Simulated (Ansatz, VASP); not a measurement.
## Two plane-wave programs on CuO

File INCAR:

```
SYSTEM = CuO
ALGO = Normal
EDIFF = 1E-6
ENCUT = 520
GGA = PE
ISIF = 2
ISMEAR = -1
LASPH = .True.
LCHARG = .False.
LREAL = .False.
LWAVE = .False.
NBANDS = 25
NELM = 100
PREC = Accurate
SIGMA = 0.05
```

The input KPOINTS:

```
k-points
0
Gamma
  9 9 5
  0 0 0
```

Contents of POSCAR:

```
CuO
1.0
    3.3312928712      0.0000000000      0.0000000000
   -1.6656464306      2.8849842492      0.0000000000
    0.0000000000      0.0000000000      5.4558885767
Cu O
2 2
Direct
    0.6666666667      0.3333333333      0.0000000000
    0.3333333333      0.6666666667      0.5000000000
    0.6666666667      0.3333333333      0.6252000000
    0.3333333333      0.6666666667      0.1252000000
```

input.yaml

```yaml
crystal:
  lattice:
    - [3.3312928712, 0.0, 0.0]
    - [-1.6656464306, 2.8849842492, 0.0]
    - [0.0, 0.0, 5.4558885767]
  atoms:
    - { symbol: Cu, position: [0.6666666667, 0.3333333333, 0.0] }
    - { symbol: Cu, position: [0.3333333333, 0.6666666667, 0.5] }
    - { symbol: O, position: [0.6666666667, 0.3333333333, 0.6252] }
    - { symbol: O, position: [0.3333333333, 0.6666666667, 0.1252] }
hamiltonian:
  xc: pbe
  pseudopotentials: { kind: nc }
kpoints:
  mp_grid: { grid: [9, 9, 5] }
scf:
  occupations: { method: fermi_dirac, width: 0.05 }
output:
  forces: true
  stress: true
  eigenvalues: true
  write_density: true
  write_potential: true
  elf: true
  volumetric_format: npy
```

Alike in both runs: task single point; functional PBE; k mesh 9 × 9 × 5; occupations fermi-dirac, width 0.05 eV; no spin polarisation.

|  | VASP | Ansatz |
| --- | --- | --- |
| version | VASP 6.6.1 | Ansatz 0.2.0 |
| potentials or method | VASP PAW PBE potentials, release 64 (Cu, O) | Ansatz NC |
| plane-wave cutoff (eV) | 520 | 1252 |
| valence electrons in the cell | 34 | 50 |

VASP gave:

- gap on the k mesh at the Fermi level (eV): none
- pressure (GPa): -12.0
- traceless stress, the component that is largest in VASP (GPa): 0.71
- rms of the force components (eV/Å): 0.033

Task: Estimate Ansatz's values.

Result: gap on the k mesh at the Fermi level (eV): none; pressure (GPa): -12.4; traceless stress, the component that is largest in VASP (GPa): 0.70; rms of the force components (eV/Å): 0.035.

Atom by atom the forces differ by 0.001 eV/Å (rms over components). A gap of «none» marks a metal or a gap that the smearing closes. With one functional, cell and mesh, what is left measures potentials, basis and numerics. VASP's potentials hold 34 valence electrons a cell and Ansatz's 50, so a difference there can come from the potentials and not from the codes.
